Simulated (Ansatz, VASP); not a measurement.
One calculation of Ga2O, two programs

```
Ga O
1.0
     0.00000    2.98083    2.98083
     2.98083    0.00000    2.98083
     2.98083    2.98083    0.00000
Ga O
2 1
Cartesian
  1.4904 1.4904 1.4904
  4.4713 4.4713 4.4713
  0.0000 0.0000 0.0000
```

Alike in both runs: task relaxation of cell and atoms; functional PBE; k mesh 12 × 12 × 12; occupations fermi-dirac, width 0.15 eV; no spin polarisation.

|  | VASP | Ansatz |
| --- | --- | --- |
| version | VASP 6.6.1 | Ansatz 0.2.0 |
| potentials or method | VASP PAW PBE potentials, release 64 (Ga_d, O), cutoff 600 eV | scalar-relativistic, plane waves, PAW |
| valence electrons in the cell | 32 | 32 |

```tsv
	VASP	Ansatz	Ansatz less VASP
gap on the k mesh at the Fermi level, each at its own relaxed structure (eV)	none	none	-
relaxed volume (Å³/atom)	17.60	17.62	+0.013
relaxed cell length with the largest relative difference (Å)	4.211	4.212	+0.0010
```

A gap of «none» marks a metal or a gap that the smearing closes.
